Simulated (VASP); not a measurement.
# Al2Cu (P4/mmm) in VASP: settings compared

Aim: see how the results for Al2Cu move with the level of theory and the settings. Levels: PBEsol, RPBE, revPBE. Tasks: relaxation of cell and atoms, single point.

All numbers are computed with VASP 6.6.1; they aren't measurements. Logs are shortened: lines on timing, memory, paths and dates and some standing lists are left out, and cuts for length are marked.

## Step 1: The cell of the first run

Symmetry: P4/mmm, No. 123, tetragonal system. Conventional cell: a = 4.105 Å, b = 4.105 Å, c = 2.891 Å, α = 90.00°, β = 90.00°, γ = 90.00°. Within 3.3 Å of Cu (site symmetry 4/mmm) lie 8 Al at 2.51 Å and 2 Cu at 2.89 Å. Within 3.3 Å of Al (site symmetry mmm) lie 4 Cu at 2.51 Å and 6 Al at 2.89 to 2.90 Å.

## Step 2: Relaxation of cell and atoms, PBEsol

INCAR

```
SYSTEM = Al2Cu
ALGO = Normal
EDIFF = 1E-6
EDIFFG = -0.01
ENCUT = 600
GGA = PS
IBRION = 2
ISIF = 3
ISMEAR = -1
LASPH = .True.
LCHARG = .False.
LREAL = .False.
LWAVE = .False.
NELM = 80
NSW = 60
PREC = Accurate
SIGMA = 0.05
```

KPOINTS

```
k-points
0
Gamma
  7 7 9
  0 0 0
```

POSCAR

```
Al2Cu
1.0
    4.1051820000      0.0000000000      0.0000000000
    0.0000000000      4.1051820000      0.0000000000
    0.0000000000      0.0000000000      2.8913130000
Cu Al
1 2
Direct
    0.0000000000      0.0000000000      0.0000000000
    0.0000000000      0.5000000000      0.5000000000
    0.5000000000      0.0000000000      0.5000000000
```

Potentials or basis: VASP PAW PBE potentials, release 64 (Cu, Al).

The run is started by

```bash
> cat potpaw_PBE.64/Cu/POTCAR potpaw_PBE.64/Al/POTCAR > POTCAR
> mpirun -np 1 vasp_std > vasp.out
```

OUTCAR:

```text
SYSTEM = Al2Cu
   EDIFF = 1E-6
   EDIFFG = -0.01
   ENCUT = 600
   GGA = PS
   IBRION = 2
   ISIF = 3
   ISMEAR = -1
   LASPH = .True.
   LREAL = .False.
   NELM = 80
   NSW = 60
   PREC = Accurate

 ion  position               nearest neighbor table
   1  0.000  0.000  0.000-   2 2.51   3 2.51   2 2.51   3 2.51   2 2.51   2 2.51   3 2.51   3 2.51

   2  0.000  0.500  0.500-   1 2.51   1 2.51   1 2.51   1 2.51   3 2.90   3 2.90   3 2.90   3 2.90

   3  0.500  0.000  0.500-   1 2.51   1 2.51   1 2.51   1 2.51   2 2.90   2 2.90   2 2.90   2 2.90

  LATTYP: Found a simple tetragonal cell.
 ALAT       =     4.1051820000
 C/A-ratio  =     0.7043081159

  Lattice vectors:

 A1 = (   4.1051820000,   0.0000000000,   0.0000000000)
 A2 = (   0.0000000000,   4.1051820000,   0.0000000000)
 A3 = (   0.0000000000,   0.0000000000,   2.8913130000)

Analysis of symmetry for initial positions (statically):
=====================================================================
 Subroutine PRICEL returns:
 Original cell was already a primitive cell.

 Routine SETGRP: Setting up the symmetry group for a
 simple tetragonal supercell.

 Subroutine GETGRP returns: Found 16 space group operations
 (whereof 16 operations were pure point group operations)
 out of a pool of 16 trial point group operations.

The static configuration has the point symmetry D_4h.

Analysis of symmetry for dynamics (positions and initial velocities):
=====================================================================
 Subroutine PRICEL returns:
 Original cell was already a primitive cell.

 Routine SETGRP: Setting up the symmetry group for a
 simple tetragonal supercell.

 Subroutine GETGRP returns: Found 16 space group operations
 (whereof 16 operations were pure point group operations)
 out of a pool of 16 trial point group operations.

The dynamic configuration has the point symmetry D_4h.

 Subroutine INISYM returns: Found 16 space group operations
 (whereof 16 operations are pure point group operations),
 and found     1 'primitive' translations

----------------------------------------------------------------------------------------

                                     Primitive cell

  volume of cell :      48.7259

  direct lattice vectors                    reciprocal lattice vectors
     4.105182000  0.000000000  0.000000000     0.243594559  0.000000000  0.000000000
     0.000000000  4.105182000  0.000000000     0.000000000  0.243594559  0.000000000
     0.000000000  0.000000000  2.891313000     0.000000000  0.000000000  0.345863627

  length of vectors
     4.105182000  4.105182000  2.891313000     0.243594559  0.243594559  0.345863627

  position of ions in fractional coordinates (direct lattice)
     0.000000000  0.000000000  0.000000000
     0.000000000  0.500000000  0.500000000
     0.500000000  0.000000000  0.500000000

  ion indices of the primitive-cell ions
   primitive index   ion index
                 1           1
                 2           2
                 3           3

----------------------------------------------------------------------------------------

 KPOINTS: k-points

Automatic generation of k-mesh.
 Grid dimensions read from file:
 generate k-points for:    7    7    9

 Generating k-lattice:

  Cartesian coordinates                     Fractional coordinates (reciprocal lattice)
     0.034799223  0.000000000  0.000000000     0.142857143  0.000000000  0.000000000
     0.000000000  0.034799223  0.000000000     0.000000000  0.142857143  0.000000000
     0.000000000  0.000000000  0.038429292     0.000000000  0.000000000  0.111111111

  Length of vectors
     0.034799223  0.034799223  0.038429292

  Shift w.r.t. Gamma in fractional coordinates (k-lattice)
     0.000000000  0.000000000  0.000000000

 Subroutine IBZKPT returns following result:
 ===========================================

 Found     50 irreducible k-points:

 Following reciprocal coordinates:
            Coordinates               Weight
  0.000000  0.000000  0.000000      1.000000
  0.142857  0.000000  0.000000      4.000000
  0.285714  0.000000  0.000000      4.000000
  0.428571  0.000000  0.000000      4.000000
  0.142857  0.142857  0.000000      4.000000
  0.285714  0.142857  0.000000      8.000000
[... 16 lines left out ...]
  0.285714  0.000000  0.222222      8.000000
  0.428571  0.000000  0.222222      8.000000
 [... further k-points ...]
   k-points           NKPTS =     50   k-points in BZ     NKDIM =     50   number of bands    NBANDS=     12
   number of dos      NEDOS =    301   number of ions     NIONS =      3
   total plane-waves  NPLWV =  31104
   dimension x,y,z NGX =    36 NGY =   36 NGZ =   24
   dimension x,y,z NGXF=    72 NGYF=   72 NGZF=   48
   ions per type =               1   2
   NGX,Y,Z   is equivalent  to a cutoff of  14.58, 14.58, 13.80 a.u.
   NGXF,Y,Z  is equivalent  to a cutoff of  29.16, 29.16, 27.60 a.u.
 SYSTEM =  Al2Cu
   PREC   = accura    normal or accurate (medium, high low for compatibility)
   ISTART =      0    job   : 0-new  1-cont  2-samecut
   ICHARG =      2    charge: 1-file 2-atom 10-const
   ISPIN  =      1    spin polarized calculation?
   LNONCOLLINEAR =      F non collinear calculations
   LSORBIT =      F    spin-orbit coupling
   LASPH  =      T    aspherical Exc in radial PAW
   ENCUT  =  600.0 eV  44.10 Ry    6.64 a.u.   8.20  8.20  5.77*2*pi/ulx,y,z
   NELM   =     80;   NELMIN=  2; NELMDL= -5     # of ELM steps
   EDIFF  = 0.1E-05   stopping-criterion for ELM
   LREAL  =      F    real-space projection
   EDIFFG = -.1E-01   stopping-criterion for IOM
   NSW    =     60    number of steps for IOM
   IBRION =      2    ionic relax: 0-MD 1-quasi-New 2-CG
   NFREE  =      1    steps in history (QN), initial steepest desc. (CG)
   ISIF   =      3    stress and relaxation
   ISYM   =      2    0-nonsym 1-usesym 2-fastsym
   POTIM  = 0.5000    time-step for ionic-motion
   TEBEG  =    0.0;   TEEND  =   0.0 temperature during run
   PSTRESS=    0.0 pullay stress
   NELECT =      17.0000    total number of electrons
   NUPDOWN=      -1.0000    fix difference up-down
   EMIN   =  10.00;   EMAX   =-10.00  energy-range for DOS
   EFERMI =   0.00;   METHOD = LEGACY
   ISMEAR =    -1;   SIGMA  =   0.05  broadening in eV -4-tet -1-fermi 0-gaus
   EFERMI_NEDOS =   21; number of points for ismear=-14 and -15
   IALGO  =     38    algorithm
   IMIX   =      4    mixing-type and parameters
     AMIX     =   0.40;   BMIX     =  1.00
     AMIX_MAG =   1.60;   BMIX_MAG =  1.00
  volume/ion in A,a.u.               =      16.24       109.61
  Fermi-wavevector in a.u.,A,eV,Ry     =   1.152492  2.177894 18.071765  1.328237
  Thomas-Fermi vector in A             =   2.289142
   LORBIT       =      0    0 simple, 1 ext, 2 COOP (PROOUT), +10 PAW based schemes
   GGA     = PS    functional components
   LHFCALC =     F    Hartree Fock is set to
   AEXX    =    0.0000 exact exchange contribution
   IVDW    =     0    specifies the selected vdW correction
   LEPSILON=     F    determine dielectric tensor
   LRPA    =     F    only Hartree local field effects (RPA)
 conjugate gradient relaxation of ions
 non-spin polarized calculation
  energy-cutoff  :      600.00
  volume of cell :       48.73
 maximum number of plane-waves:      1652
 NGX is ok and might be reduce to    36
   NGX = 17   NGY = 17   NGZ = 11

--------------------------------------- Ionic step        1  -------------------------------------------

 number of electron      16.9999992 magnetization

 Free energy of the ion-electron system (eV)
  ---------------------------------------------------
  ext. energy  EPLUGINS =         0.00000000
  ---------------------------------------------------
  free energy    TOTEN  =       -12.55529735 eV

  energy without entropy =      -12.54322547  energy(sigma->0) =      -12.54926141

------------------------ aborting loop because EDIFF is reached ----------------------------------------

  FORCE on cell =-STRESS in cart. coord.  units (eV):
  Direction    XX          YY          ZZ          XY          YZ          ZX
  --------------------------------------------------------------------------------------
  -------------------------------------------------------------------------------------
  Total       -0.5247204     -0.5247204     -0.9368115      0.0000000     -0.0000000      0.0000000
  in kB      -17.2535548    -17.2535548    -30.8036978      0.0000000     -0.0000000      0.0000000
  external PRESSURE =     -21.7702691 kB  Pullay stress =       0.0000000 kB
[... 170 lines left out ...]
  energy  without entropy=      -12.5518443012  energy(sigma->0) =      -12.55796606

--------------------------------------- Ionic step        6  -------------------------------------------

 number of electron      16.9999992 magnetization

 Free energy of the ion-electron system (eV)
  ---------------------------------------------------
  ext. energy  EPLUGINS =         0.00000000
  ---------------------------------------------------
  free energy    TOTEN  =       -12.56419669 eV

  energy without entropy =      -12.55172544  energy(sigma->0) =      -12.55796106

 E-fermi :   7.2907     XC(G=0): -10.5768

 val. band max:        7.2579881787   @ k =   0.1429   0.1429   0.4444
 cond. band min:       7.2991746478   @ k =   0.2857   0.2857   0.2222
 fundamental gap:      0.0411864691
 Fermi energy:         7.2906987736

 k-point     1 :       0.0000    0.0000    0.0000
  band No.  band energies     occupation
      1      -3.3893      2.00000
      2       1.7550      2.00000
      3       2.2644      2.00000
      4       2.9480      2.00000
      5       3.1663      2.00000
      6       3.1663      2.00000
      7       4.8182      2.00000
      8       4.8182      2.00000
      9       7.1813      1.79833
     10       8.1055      0.00000
     11      13.4282      0.00000
     12      13.4283      0.00000
[... 331 lines left out ...]
 k-point    24 :       0.4286    0.0000    0.2222
  band No.  band energies     occupation
      1      -1.1083      2.00000
      2       0.4473      2.00000
      3       2.4605      2.00000
      4       2.6678      2.00000
      5       2.8757      2.00000
      6       2.9001      2.00000
      7       3.2055      2.00000
      8       7.3394      0.54850
      9       8.9913      0.00000
     10       9.1025      0.00000
     11       9.6017      0.00000
     12      10.6292      0.00000

 [... further k-points ...]
[... 5 lines left out ...]
  --------------------------------------------------------------------------------------
  -------------------------------------------------------------------------------------
  Total       -0.0086265     -0.0086265     -0.0142360      0.0000000      0.0000000      0.0000000
  in kB       -0.2899634     -0.2899634     -0.4785170      0.0000000      0.0000000      0.0000000
  external PRESSURE =      -0.3528146 kB  Pullay stress =       0.0000000 kB
[... 18 lines left out ...]
  FREE ENERGIE OF THE ION-ELECTRON SYSTEM (eV)
  ---------------------------------------------------
  free  energy   TOTEN  =       -12.5641966901 eV

  energy  without entropy=      -12.5517254398  energy(sigma->0) =      -12.55796106

 reached required accuracy - stopping structural energy minimisation
```

Wall time 1.7 min (1 thread of Intel Xeon Platinum 8375C at 2.90GHz (Ice Lake), shared host); peak memory 0.2 GiB.

Results:

```
Free energy                            : -12.5642 eV
Relaxed volume                         : 15.89 Å³/atom
Relaxed cell                           : a = 4.091 Å, b = 4.091 Å, c = 2.849 Å, α = 90.00°, β = 90.00°, γ = 90.00°
Space group after relaxing (to 0.05 Å) : P4/mmm (No. 123)
Energy gained by relaxing              : 3.0 meV/atom
Ionic steps                            : 6
Pressure after relaxing                : 0.0 GPa
```

Step by step:
| step | energy change (eV) | largest force (eV/Å) | pressure (GPa) | volume (Å³) |
| --- | --- | --- | --- | --- |
| 1 | 0.0000 | 0.0000 | -2.18 | 48.73 |
| 2 | -0.0074 | 0.0000 | 0.92 | 47.19 |
| 3 | -0.0084 | 0.0000 | 0.12 | 47.59 |
| 4 | -0.0084 | 0.0000 | 0.04 | 47.61 |
| 5 | -0.0088 | 0.0000 | 0.01 | 47.64 |
| 6 | -0.0089 | 0.0000 | -0.04 | 47.67 |

Final structure:
```
CELL_PARAMETERS angstrom
4.09052 0.00000 0.00000
0.00000 4.09052 0.00000
0.00000 0.00000 2.84870
ATOMIC_POSITIONS crystal
Cu 0.00000 0.00000 0.00000
Al 0.00000 0.50000 0.50000
Al 0.50000 0.00000 0.50000
```

Levels at points of the mesh, in eV from the Fermi level:
```tsv
k point	band 4	band 5	band 6	band 7	band 8	band 9	band 10	band 11	band 12
(0.00, 0.00, 0.00)	-4.34	-4.12	-4.12	-2.47	-2.47	-0.11	0.81	6.14	6.14
```

Caveat: the PAW data sets were made with another functional, which shifts forces and pressure a little.

## Step 3: Relaxation of cell and atoms, RPBE

INCAR

```
SYSTEM = Al2Cu
PREC = Accurate
ENCUT = 600
EDIFF = 1E-6
ISMEAR = -1
SIGMA = 0.05
LREAL = .False.
LASPH = .True.
NELM = 60
ALGO = Fast
ISIF = 3
LWAVE = .False.
LCHARG = .False.
GGA = RP
IBRION = 2
NSW = 60
EDIFFG = -0.01
```

KPOINTS

```
Automatic mesh
0
Gamma
  7 7 9
  0 0 0
```

POSCAR is that of step 2.

Potentials or basis: VASP PAW PBE potentials, release 64 (Cu, Al).

The run is started by

```bash
> cat potpaw_PBE.64/Cu/POTCAR potpaw_PBE.64/Al/POTCAR > POTCAR
> mpirun -np 1 vasp_std > vasp.out
```

Wall time 3.5 min (1 thread of Intel Xeon Platinum 8375C at 2.90GHz (Ice Lake), shared host); peak memory 0.2 GiB.

Results (log left out):

```yaml
Free_energy: -10.3170 eV
Relaxed_volume: 16.76 Å³/atom
Relaxed_cell: a = 4.159 Å, b = 4.159 Å, c = 2.907 Å, α = 90.00°, β = 90.00°, γ = 90.00°
Space_group_after_relaxing_to_0.05_Å: P4/mmm (No. 123)
Energy_gained_by_relaxing: 4.7 meV/atom
Ionic_steps: 14
Pressure_after_relaxing: 0.0 GPa
```

Step by step:
| step | energy change (eV) | largest force (eV/Å) | pressure (GPa) | volume (Å³) |
| --- | --- | --- | --- | --- |
| 1 | 0.0000 | 0.0000 | 2.61 | 48.73 |
| 2 | -0.0134 | 0.0000 | 0.10 | 50.62 |
| 3 | -0.0114 | 0.0000 | -1.27 | 51.03 |
| 4 | -0.0133 | 0.0000 | -0.53 | 50.66 |
| 5 | -0.0141 | 0.0000 | 0.20 | 50.25 |
| 6 | -0.0141 | 0.0000 | -0.14 | 50.30 |
| 7 | -0.0141 | 0.0000 | 0.03 | 50.27 |
| 8 | -0.0141 | 0.0000 | 0.14 | 50.27 |
| 9 | -0.0141 | 0.0000 | -0.18 | 50.37 |
| 10 | -0.0141 | 0.0000 | 0.09 | 50.32 |
| 11 | -0.0141 | 0.0000 | -0.02 | 50.35 |
| 12 | -0.0141 | 0.0000 | -0.14 | 50.35 |
| 13 | -0.0141 | 0.0000 | -0.10 | 50.35 |
| 14 | -0.0142 | 0.0000 | 0.00 | 50.27 |

Final structure:
```yaml
crystal:
  lattice:
    - [4.15882, 0.00000, 0.00000]
    - [0.00000, 4.15882, 0.00000]
    - [0.00000, 0.00000, 2.90661]
  atoms:
    - { symbol: Cu, position: [0.00000, 0.00000, 0.00000] }
    - { symbol: Al, position: [0.00000, 0.50000, 0.50000] }
    - { symbol: Al, position: [0.50000, 0.00000, 0.50000] }
```

Levels at points of the mesh, in eV from the Fermi level:
```tsv
k point	band 4	band 5	band 6	band 7	band 8	band 9	band 10	band 11	band 12
(0.00, 0.00, 0.00)	-4.11	-3.91	-3.91	-2.34	-2.34	-0.23	0.90	5.96	6.00
```

Caveat: the PAW data sets were made with another functional, which shifts forces and pressure a little.

## Step 4: Relaxation of cell and atoms, revPBE

INCAR

```
SYSTEM = Al2Cu
PREC = Accurate
ENCUT = 600
EDIFF = 1E-7
ISMEAR = -1
SIGMA = 0.05
LREAL = .FALSE.
LASPH = .TRUE.
NELM = 100
ALGO = Normal
ISIF = 3
LWAVE = .FALSE.
LCHARG = .FALSE.
GGA = RE
IBRION = 2
NSW = 60
EDIFFG = -0.01
```

KPOINTS

```
Automatic mesh
0
G
  7 7 9
  0 0 0
```

POSCAR is that of step 3.

The run is started by

```bash
> cat potpaw_PBE.64/Cu/POTCAR potpaw_PBE.64/Al/POTCAR > POTCAR
> mpirun -np 1 vasp_std > vasp.out
```

Wall time 1.8 min (1 thread of Intel Xeon Platinum 8375C at 2.90GHz (Ice Lake), shared host); peak memory 0.2 GiB.

The run converged. Its results:

```
Free energy                            : -10.5139 eV
Relaxed volume                         : 16.67 Å³/atom
Relaxed cell                           : a = 4.153 Å, b = 4.153 Å, c = 2.900 Å, α = 90.00°, β = 90.00°, γ = 90.00°
Space group after relaxing (to 0.05 Å) : P4/mmm (No. 123)
Energy gained by relaxing              : 3.2 meV/atom
Ionic steps                            : 7
Pressure after relaxing                : 0.0 GPa
```

The path:
```
step  energy change (eV)  largest force (eV/Å)  pressure (GPa)  volume (Å³)
   1              0.0000                0.0000            2.30        48.73
   2             -0.0085                0.0000           -1.08        50.39
   3             -0.0093                0.0000            0.05        49.97
   4             -0.0093                0.0000           -0.03        50.00
   5             -0.0093                0.0000           -0.07        50.03
   6             -0.0095                0.0000           -0.05        50.02
   7             -0.0096                0.0000           -0.03        50.01
```

Final structure:
```yaml
crystal:
  lattice:
    - [4.15276, 0.00000, 0.00000]
    - [0.00000, 4.15276, 0.00000]
    - [0.00000, 0.00000, 2.89990]
  atoms:
    - { symbol: Cu, position: [0.00000, 0.00000, 0.00000] }
    - { symbol: Al, position: [0.00000, 0.50000, 0.50000] }
    - { symbol: Al, position: [0.50000, 0.00000, 0.50000] }
```

Levels at points of the mesh, in eV from the Fermi level:
```csv
k point,band 4,band 5,band 6,band 7,band 8,band 9,band 10,band 11,band 12
"(0.00, 0.00, 0.00)",-4.13,-3.93,-3.93,-2.36,-2.36,-0.23,0.89,5.97,6.05
```

Caveat: the PAW data sets were made with another functional, which shifts forces and pressure a little.

(Part 1 of 2 ends here.)
